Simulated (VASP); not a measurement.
A run of VASP 6.6.1 is set up as follows.

File INCAR:

```
ALGO = Normal ; EDIFF = 1E-6
ENCUT = 520 ; GGA = PE
ISIF = 2 ; ISMEAR = -1
ISYM = 0 ; LASPH = T
LCHARG = F ; LREAL = Auto
LWAVE = F ; NBANDS = 63
NELM = 80 ; PREC = Accurate
SIGMA = 0.1379
```

KPOINTS

```
k-points
0
Gamma
  1 1 1
```

File POSCAR:

```
K3Li5Cl8
1.0
    7.2786070000      0.1333350000      0.0943410000
    0.1333350000      7.6899040000     -0.1216970000
    0.0943410000     -0.1216970000      7.1404950000
Li Cl K
5 8 3
Direct
    0.1358037406      0.0173474814      0.6728666956
    0.7722104914      0.5366520260      0.2051262317
    1.0083555473     -0.0024564814      0.3351436816
    0.4232837284      0.6704586989      0.6899066244
    0.5223483438      0.2149728457      0.9250833010
    0.3094820648      0.4390130789      0.7568487517
    0.8286712564      0.2953317563      0.0246820863
    0.6674271791      0.3698776245      0.4942096101
    0.1788723149      0.7908306593      0.4675200705
    0.2755683789      0.1514436972      0.2608232128
    0.4001796409     -0.0445425090      0.7785346762
    0.8475945968      0.7905827808      0.1394587673
    0.8180003588      0.9209288182      0.6525245522
    0.2313971421      0.4964630392      0.1604842276
    0.5744003616      0.9101597343      0.3873115526
    0.9168061459      0.6176962783      0.7435879971
```

Potentials or basis: VASP PAW PBE potentials, release 64 (Li_sv, Cl, K_sv).

Command:

```console
$ cat potpaw_PBE.64/Li_sv/POTCAR potpaw_PBE.64/Cl/POTCAR potpaw_PBE.64/K_sv/POTCAR > POTCAR
$ mpirun -np 1 vasp_gam > vasp.out
```

Question: Predict the band gap on the k mesh.

Answer: 3.72 eV.

Question: Estimate the largest force.

Answer: 2.444 eV/Å.

Forces on the atoms (eV/Å):
```
Li  -0.660  0.247  0.198
Li  -0.253 -1.203  0.661
Li  -0.119  0.142 -0.490
Li   0.082  0.539 -0.350
Li   0.165 -0.167 -0.314
Cl  -0.484 -0.923  0.827
Cl  -0.206  0.117 -0.288
Cl   0.354  1.036 -0.539
Cl   0.750 -1.369 -0.566
Cl  -0.161 -0.129 -0.092
Cl   0.541  0.237  1.163
Cl   0.571  0.023 -0.553
Cl   0.559  2.373  0.180
K   -0.282  0.425  0.270
K   -1.300  0.749 -0.514
K    0.444 -2.096  0.407
```

Caveat: the k points lie up to 0.88 Å⁻¹ apart.
